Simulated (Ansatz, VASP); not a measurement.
Si5Br2: VASP beside Ansatz

```
CELL_PARAMETERS angstrom
5.21443 0.00000 0.00000
0.00000 5.20740 0.00000
0.00000 0.00000 7.92236
ATOMIC_POSITIONS crystal
Si 0.00000 0.00000 0.35309
Si 0.00000 0.00000 0.64691
Si 0.50000 0.50000 0.50000
Si 0.00000 0.50000 0.00000
Si 0.50000 0.00000 0.00000
Br 0.00000 0.50000 0.50000
Br 0.00000 0.00000 0.00000
```

Change from the starting cell: species swapped into the Ta2O5 type (Pmmm, No. 47).

Alike in both runs: functional PBE; k mesh 8 × 8 × 6; occupations gaussian, width 0.1 eV; no spin polarisation.

Ansatz relaxed the structure, and its values are those at the end. VASP's run is a single point on that final structure, the one shown.

|  | VASP | Ansatz |
| --- | --- | --- |
| version | VASP 6.6.1 | Ansatz 0.2.0 |
| potentials or method | VASP PAW PBE potentials, release 64 (Si, Br), cutoff 520 eV | scalar-relativistic, plane waves, PAW |
| valence electrons in the cell | 34 | 34 |

|  | VASP | Ansatz | Ansatz less VASP |
| --- | --- | --- | --- |
| gap on the k mesh at the Fermi level (eV) | none | none | - |
| pressure (GPa) | 0.0 | 0.0 | -0.01 |

A gap of «none» marks a metal or a gap that the smearing closes.
